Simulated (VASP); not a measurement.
Input of a VASP 6.6.1 run:

INCAR

```
SYSTEM = CdTe
PREC = Accurate
ENCUT = 520
EDIFF = 1E-6
ISMEAR = 0
SIGMA = 0.05
LREAL = .FALSE.
LASPH = .TRUE.
NELM = 80
ALGO = Normal
ISIF = 2
LWAVE = .FALSE.
LCHARG = .FALSE.
GGA = RE
IVDW = 13
NBANDS = 16
```

File KPOINTS:

```
Automatic mesh
0
G
  6 6 6
  0 0 0
```

Contents of POSCAR:

```
CdTe
1.0
    0.0000000000      3.0293221714      3.0293221714
    3.0293221714      0.0000000000      3.0293221714
    3.0293221714      3.0293221714      0.0000000000
Cd Te
1 1
Direct
    0.5000000000      0.5000000000      0.5000000000
    0.0000000000      0.0000000000      0.0000000000
```

Potentials or basis: VASP PAW PBE potentials, release 64 (Cd, Te).

The run is started by

```console
$ cat potpaw_PBE.64/Cd/POTCAR potpaw_PBE.64/Te/POTCAR > POTCAR
$ mpirun -np 1 vasp_std > vasp.out
```

(1) Estimate the pressure.

(2) What does it give for the band gap on the k mesh?

(3) What does it give for the dispersion energy per atom?

Results:

(1) -0.8 GPa.

(2) zero (band 9 reaches 4.34 eV, above the bottom of band 10 at 3.01 eV).

(3) -0.729 eV.

Caveat: the PAW data sets were made with another functional, which shifts forces and pressure a little; spin-orbit coupling is left out, which moves the levels of the heavy elements; pairwise dispersion overbinds metals, which lowers pressure and volume.
